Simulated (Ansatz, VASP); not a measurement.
# Two plane-wave programs on Sc3C

Contents of INCAR:

```
SYSTEM = Sc3C
ALGO = Normal ; EDIFF = 1E-7
EDIFFG = -0.01 ; ENCUT = 600
GGA = PE ; GGA_COMPAT = .FALSE.
IBRION = 2 ; ISIF = 3
ISMEAR = 0 ; LASPH = .TRUE.
LCHARG = .FALSE. ; LREAL = .FALSE.
LWAVE = .FALSE. ; NELM = 120
NELMIN = 4 ; NSW = 100
PREC = Accurate ; SIGMA = 0.1
```

File KPOINTS:

```
k-points
0
G
  12 12 12
  0 0 0
```

The input POSCAR:

```
Sc3C
1.0
    0.0000000000      3.2000167000      3.2000167000
    3.2000167000      0.0000000000      3.2000167000
    3.2000167000      3.2000167000      0.0000000000
Sc C
3 1
Direct
    0.2500000000      0.2500000000      0.2500000000
    0.0000000000      0.0000000000      0.0000000000
    0.7500000000      0.7500000000      0.7500000000
    0.5000000000      0.5000000000      0.5000000000
```

Input for Ansatz:

```yaml
crystal:
  lattice:
    - [0.0, 3.2000167, 3.2000167]
    - [3.2000167, 0.0, 3.2000167]
    - [3.2000167, 3.2000167, 0.0]
  atoms:
    - { symbol: Sc, position: [0.25, 0.25, 0.25] }
    - { symbol: Sc, position: [0.0, 0.0, 0.0] }
    - { symbol: Sc, position: [0.75, 0.75, 0.75] }
    - { symbol: C, position: [0.5, 0.5, 0.5] }
basis:
  ecutwfc: 420
kpoints:
  mp_grid: { grid: [12, 12, 12] }
hamiltonian:
  xc: pbe
scf:
  occupations: { method: gaussian, width: 0.1 }
output:
  forces: true
  stress: true
  eigenvalues: true
  write_density: true
  write_potential: true
  elf: true
  volumetric_format: npy
relax:
  adjacent_minimum: "off"
  f_tol: 0.01
  max_steps: 80
  cell: { stress_tol: 0.05 }
```

Change from the starting cell: species swapped into the AlNi3 type (Fm-3m, No. 225).

Alike in both runs: task relaxation of cell and atoms; functional PBE; k mesh 12 × 12 × 12; occupations gaussian, width 0.1 eV; no spin polarisation.

|  | VASP | Ansatz |
| --- | --- | --- |
| version | VASP 6.6.1 | Ansatz 0.2.0 |
| potentials or method | VASP PAW PBE potentials, release 64 (Sc_sv, C), cutoff 600 eV | scalar-relativistic, plane waves, PAW |
| valence electrons in the cell | 37 | 37 |

Ansatz gave:

| Item | Value |
| --- | --- |
| gap on the k mesh at the Fermi level, each at its own relaxed structure (eV) | none |
| relaxed volume (Å³/atom) | 16.67 |
| relaxed cell length with the largest relative difference (Å) | 4.551 |

Which values does VASP return?

gap on the k mesh at the Fermi level, each at its own relaxed structure (eV): none; relaxed volume (Å³/atom): 16.72; relaxed cell length with the largest relative difference (Å): 4.556.

A gap of «none» marks a metal or a gap that the smearing closes.
